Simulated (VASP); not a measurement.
Here is a VASP 6.6.1 calculation.

Contents of INCAR:

```
SYSTEM = InPd
PREC = Accurate
ENCUT = 520
EDIFF = 1E-7
ISMEAR = 0
SIGMA = 0.15
LREAL = .False.
LASPH = .True.
NELM = 100
ALGO = Normal
ISIF = 2
LWAVE = .False.
LCHARG = .False.
GGA = PE
NBANDS = 18
```

File KPOINTS:

```
Automatic mesh
0
Gamma
  14 14 14
  0 0 0
```

The input POSCAR:

```
InPd
1.0
    3.2718847800      0.0000000000      0.0000000000
    0.0000000000      3.2718847800      0.0000000000
    0.0000000000      0.0000000000      3.2718847800
In Pd
1 1
Direct
    0.0000000000      0.0000000000      0.0000000000
    0.4027477821      0.4027477821      0.4312322972
```

Potentials or basis: VASP PAW PBE potentials, release 64 (In_d, Pd).

Command:

```console
$ cat potpaw_PBE.64/In_d/POTCAR potpaw_PBE.64/Pd/POTCAR > POTCAR
$ mpirun -np 1 vasp_std > vasp.out
```

Predict the largest force.

4.139 eV/Å.

Estimate the pressure.

18.3 GPa.

Stress tensor (GPa, compression positive):
```
17.16 12.17 10.14
12.17 17.16 10.14
10.14 10.14 20.59
```

Caveat: the cell differs from its parent crystal (atom 2 (Pd) moved by (-0.450, -0.225) A along [1 1 0] and z); forces of over 1 eV/Å act on the atoms, so gaps and moduli don't describe the material at rest.
